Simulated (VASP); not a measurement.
# InAs (rocksalt type) (Fm-3m) in VASP: further runs, part 2 of 2

VASP 6.6.1. The steps go on from the part before.

## (4) Relaxation of cell and atoms, LDA

This run uses another cell than the first one, of 20.43 Å³/atom, 1.453 times its volume.

The input, INCAR:

```
PREC = Accurate
ENCUT = 600
EDIFF = 1E-6
ISMEAR = -1
SIGMA = 0.1
LREAL = F
LASPH = T
NELM = 60
ALGO = Normal
ISIF = 3
LWAVE = F
LCHARG = F
IBRION = 2
NSW = 60
EDIFFG = -0.005
```

The input, KPOINTS:

```
Automatic mesh
0
Gamma
  13 13 13
```

The input, POSCAR:

```
InAs
1.0
    0.0000000000      2.7338947002      2.7338947002
    2.7338947002      0.0000000000      2.7338947002
    2.7338947002      2.7338947002      0.0000000000
In As
1 1
Direct
    0.0000000000      0.0000000000      0.0000000000
    0.5000000000      0.5000000000      0.5000000000
```

Potentials or basis: VASP PAW LDA potentials, release 64 (In_d, As).

The run is started by

```sh
$ cat potpaw_LDA.64/In_d/POTCAR potpaw_LDA.64/As/POTCAR > POTCAR
$ mpirun -np 1 vasp_std > vasp.out
```

OUTCAR:

```text
PREC = Accurate
   ENCUT = 600
   EDIFF = 1E-6
   ISMEAR = -1
   LREAL = F
   LASPH = T
   NELM = 60
   ISIF = 3
   IBRION = 2
   NSW = 60
   EDIFFG = -0.005

 ion  position               nearest neighbor table
   1  0.000  0.000  0.000-   2 2.73   2 2.73   2 2.73   2 2.73   2 2.73   2 2.73
   2  0.500  0.500  0.500-   1 2.73   1 2.73   1 2.73   1 2.73   1 2.73   1 2.73

  LATTYP: Found a face centered cubic cell.
 ALAT       =     5.4677894004

  Lattice vectors:

 A1 = (   0.0000000000,   2.7338947002,   2.7338947002)
 A2 = (   2.7338947002,   0.0000000000,   2.7338947002)
 A3 = (   2.7338947002,   2.7338947002,   0.0000000000)

Analysis of symmetry for initial positions (statically):
=====================================================================
 Subroutine PRICEL returns:
 Original cell was already a primitive cell.

 Routine SETGRP: Setting up the symmetry group for a
 face centered cubic supercell.

 Subroutine GETGRP returns: Found 48 space group operations
 (whereof 48 operations were pure point group operations)
 out of a pool of 48 trial point group operations.

The static configuration has the point symmetry O_h .

Analysis of symmetry for dynamics (positions and initial velocities):
=====================================================================
 Subroutine PRICEL returns:
 Original cell was already a primitive cell.

 Routine SETGRP: Setting up the symmetry group for a
 face centered cubic supercell.

 Subroutine GETGRP returns: Found 48 space group operations
 (whereof 48 operations were pure point group operations)
 out of a pool of 48 trial point group operations.

The dynamic configuration has the point symmetry O_h .

 Subroutine INISYM returns: Found 48 space group operations
 (whereof 48 operations are pure point group operations),
 and found     1 'primitive' translations

----------------------------------------------------------------------------------------

                                     Primitive cell

  volume of cell :      40.8672

  direct lattice vectors                    reciprocal lattice vectors
     0.000000000  2.733894700  2.733894700    -0.182889268  0.182889268  0.182889268
     2.733894700  0.000000000  2.733894700     0.182889268 -0.182889268  0.182889268
     2.733894700  2.733894700  0.000000000     0.182889268  0.182889268 -0.182889268

  length of vectors
     3.866310963  3.866310963  3.866310963     0.316773504  0.316773504  0.316773504

  position of ions in fractional coordinates (direct lattice)
     0.000000000  0.000000000  0.000000000
     0.500000000  0.500000000  0.500000000

  ion indices of the primitive-cell ions
   primitive index   ion index
                 1           1
                 2           2

----------------------------------------------------------------------------------------

 KPOINTS: Automatic mesh

Automatic generation of k-mesh.
 Grid dimensions read from file:
 generate k-points for:   13   13   13

 Generating k-lattice:

  Cartesian coordinates                     Fractional coordinates (reciprocal lattice)
    -0.014068405  0.014068405  0.014068405     0.076923077  0.000000000  0.000000000
     0.014068405 -0.014068405  0.014068405     0.000000000  0.076923077  0.000000000
     0.014068405  0.014068405 -0.014068405     0.000000000  0.000000000  0.076923077
[... 46 lines left out ...]
   NGXF,Y,Z  is equivalent  to a cutoff of  27.52, 27.52, 27.52 a.u.
 SYSTEM =  unknown system
   PREC   = accura    normal or accurate (medium, high low for compatibility)
   ISTART =      0    job   : 0-new  1-cont  2-samecut
   ICHARG =      2    charge: 1-file 2-atom 10-const
   ISPIN  =      1    spin polarized calculation?
   LNONCOLLINEAR =      F non collinear calculations
   LSORBIT =      F    spin-orbit coupling
   LASPH  =      T    aspherical Exc in radial PAW
   ENCUT  =  600.0 eV  44.10 Ry    6.64 a.u.   7.72  7.72  7.72*2*pi/ulx,y,z
   NELM   =     60;   NELMIN=  2; NELMDL= -5     # of ELM steps
   EDIFF  = 0.1E-05   stopping-criterion for ELM
   LREAL  =      F    real-space projection
   EDIFFG = -.5E-02   stopping-criterion for IOM
   NSW    =     60    number of steps for IOM
   IBRION =      2    ionic relax: 0-MD 1-quasi-New 2-CG
   NFREE  =      1    steps in history (QN), initial steepest desc. (CG)
   ISIF   =      3    stress and relaxation
   ISYM   =      2    0-nonsym 1-usesym 2-fastsym
   POTIM  = 0.5000    time-step for ionic-motion
   TEBEG  =    0.0;   TEEND  =   0.0 temperature during run
   PSTRESS=    0.0 pullay stress
   NELECT =      18.0000    total number of electrons
   NUPDOWN=      -1.0000    fix difference up-down
   EMIN   =  10.00;   EMAX   =-10.00  energy-range for DOS
   EFERMI =   0.00;   METHOD = LEGACY
   ISMEAR =    -1;   SIGMA  =   0.10  broadening in eV -4-tet -1-fermi 0-gaus
   EFERMI_NEDOS =   21; number of points for ismear=-14 and -15
   IALGO  =     38    algorithm
   IMIX   =      4    mixing-type and parameters
     AMIX     =   0.40;   BMIX     =  1.00
     AMIX_MAG =   1.60;   BMIX_MAG =  1.00
  volume/ion in A,a.u.               =      20.43       137.89
  Fermi-wavevector in a.u.,A,eV,Ry     =   1.245586  2.353817 21.109244  1.551486
  Thomas-Fermi vector in A             =   2.379802
   LORBIT       =      0    0 simple, 1 ext, 2 COOP (PROOUT), +10 PAW based schemes
   GGA     = CA    functional components
   LHFCALC =     F    Hartree Fock is set to
   AEXX    =    0.0000 exact exchange contribution
   IVDW    =     0    specifies the selected vdW correction
   LEPSILON=     F    determine dielectric tensor
   LRPA    =     F    only Hartree local field effects (RPA)
 conjugate gradient relaxation of ions
 non-spin polarized calculation
  energy-cutoff  :      600.00
  volume of cell :       40.87
 maximum number of plane-waves:      1381
   NGX = 15   NGY = 15   NGZ = 15

--------------------------------------- Ionic step        1  -------------------------------------------

 number of electron      17.9999997 magnetization

 Free energy of the ion-electron system (eV)
  ---------------------------------------------------
  ext. energy  EPLUGINS =         0.00000000
  ---------------------------------------------------
  free energy    TOTEN  =        -8.71453466 eV

  energy without entropy =       -8.68417312  energy(sigma->0) =       -8.69935389

------------------------ aborting loop because EDIFF is reached ----------------------------------------

  FORCE on cell =-STRESS in cart. coord.  units (eV):
  Direction    XX          YY          ZZ          XY          YZ          ZX
  --------------------------------------------------------------------------------------
  -------------------------------------------------------------------------------------
  Total        1.8172385      1.8172385      1.8172385      0.0000000      0.0000000     -0.0000000
  in kB       71.2438134     71.2438134     71.2438134      0.0000000      0.0000000     -0.0000000
  external PRESSURE =      71.2438134 kB  Pullay stress =       0.0000000 kB
[... 131 lines left out ...]
--------------------------------------- Ionic step        5  -------------------------------------------

 number of electron      18.0000002 magnetization

 Free energy of the ion-electron system (eV)
  ---------------------------------------------------
  ext. energy  EPLUGINS =         0.00000000
  ---------------------------------------------------
  free energy    TOTEN  =        -8.77920941 eV

  energy without entropy =       -8.74577895  energy(sigma->0) =       -8.76249418

 E-fermi :   6.6472     XC(G=0): -10.6915

 val. band max:        6.6293068598   @ k =  -0.0769   0.0769   0.0000
 cond. band min:       6.6647152614   @ k =   0.3077   0.0000   0.0000
 fundamental gap:      0.0354084016
 Fermi energy:         6.6472173341

 k-point     1 :       0.0000    0.0000    0.0000
  band No.  band energies     occupation
      1      -7.6908      2.00000
      2      -7.6908      2.00000
      3      -7.6634      2.00000
      4      -7.6634      2.00000
      5      -7.6634      2.00000
      6      -6.0032      2.00000
      7       6.4029      1.84007
      8       6.4187      1.81533
      9       6.4187      1.81533
     10       6.4187      1.81533
     11      13.9731      0.00000
     12      13.9731      0.00000
     13      13.9731      0.00000
[... 354 lines left out ...]
  band No.  band energies     occupation
      1      -7.8241      2.00000
      2      -7.7267      2.00000
      3      -7.6684      2.00000
      4      -7.6124      2.00000
      5      -7.5867      2.00000
      6      -4.0507      2.00000
      7       0.3887      2.00000
      8       5.2927      2.00000
      9       5.7955      1.99960
     10       8.0202      0.00000
     11      10.9001      0.00000
     12      11.6837      0.00000
     13      13.6286      0.00000

 [... further k-points ...]
[... 5 lines left out ...]
  --------------------------------------------------------------------------------------
  -------------------------------------------------------------------------------------
  Total        0.0091972      0.0091972      0.0091972      0.0000000      0.0000000     -0.0000000
  in kB        0.3344646      0.3344646      0.3344646      0.0000000      0.0000000     -0.0000000
  external PRESSURE =       0.3344646 kB  Pullay stress =       0.0000000 kB
[... 17 lines left out ...]
  FREE ENERGIE OF THE ION-ELECTRON SYSTEM (eV)
  ---------------------------------------------------
  free  energy   TOTEN  =        -8.7792094090 eV

  energy  without entropy=       -8.7457789518  energy(sigma->0) =       -8.76249418

 reached required accuracy - stopping structural energy minimisation
```

Wall time 2 min (1 thread of Intel Xeon Platinum 8259CL at 2.50GHz (Skylake/Cascade Lake), shared host); peak memory 0.21 GiB.

What came out:

```
Free energy                            : -8.7792 eV
Relaxed volume                         : 22.03 Å³/atom
Relaxed cell                           : a = 3.964 Å, b = 3.964 Å, c = 3.964 Å, α = 60.00°, β = 60.00°, γ = 60.00°
Space group after relaxing (to 0.05 Å) : Fm-3m (No. 225)
Energy gained by relaxing              : 32.3 meV/atom
Ionic steps                            : 5
Pressure after relaxing                : 0.0 GPa
Band gap on the k mesh                 : zero (band 9 reaches 7.08 eV, above the bottom of band 10 at 4.21 eV)
```

The path:
```tsv
step	energy change (eV)	largest force (eV/Å)	pressure (GPa)	volume (Å³)
1	0.0000	0.0000	7.12	40.87
2	-0.0363	0.0000	-3.57	46.48
3	-0.0647	0.0000	0.05	44.05
4	-0.0647	0.0000	-0.08	44.12
5	-0.0647	0.0000	0.03	44.06
```

Final structure:
```
In As
1.0
     0.00000    2.80325    2.80325
     2.80325    0.00000    2.80325
     2.80325    2.80325    0.00000
In As
1 1
Direct
  0.00000 0.00000 0.00000
  0.50000 0.50000 0.50000
```

Levels at points of the mesh, in eV from the Fermi level:
```
           k point  band 7  band 8  band 9  band 10  band 11  band 12
(0.00, 0.00, 0.00)   -0.24   -0.23   -0.23    -0.23     7.33     7.33
```

Caveat: spin-orbit coupling is left out, which moves the levels of the heavy elements.

## (5) Summary

```tsv
task	cell	cutoff (eV)	gap on the mesh (eV)	pressure (GPa)
single point	a = 3.414 Å, angles 60.0°, 2 atoms	520	none	100.1
single point	a = 3.962 Å, angles 60.0°, 2 atoms	520	none	0.2
relaxation of cell and atoms	relaxed from a = 3.866 Å, angles 60.0°, 2 atoms	600	none	0.0
```

Alike in all rows: level LDA; potentials or basis VASP PAW LDA potentials, release 64 (In_d, As); no spin polarisation; k mesh 13 × 13 × 13; smearing fermi-dirac 0.1 eV.

Caveats: spin-orbit coupling is left out, which moves the levels of the heavy elements.

Total energies depend on the potentials used, so only differences within one code and one set of settings carry meaning.
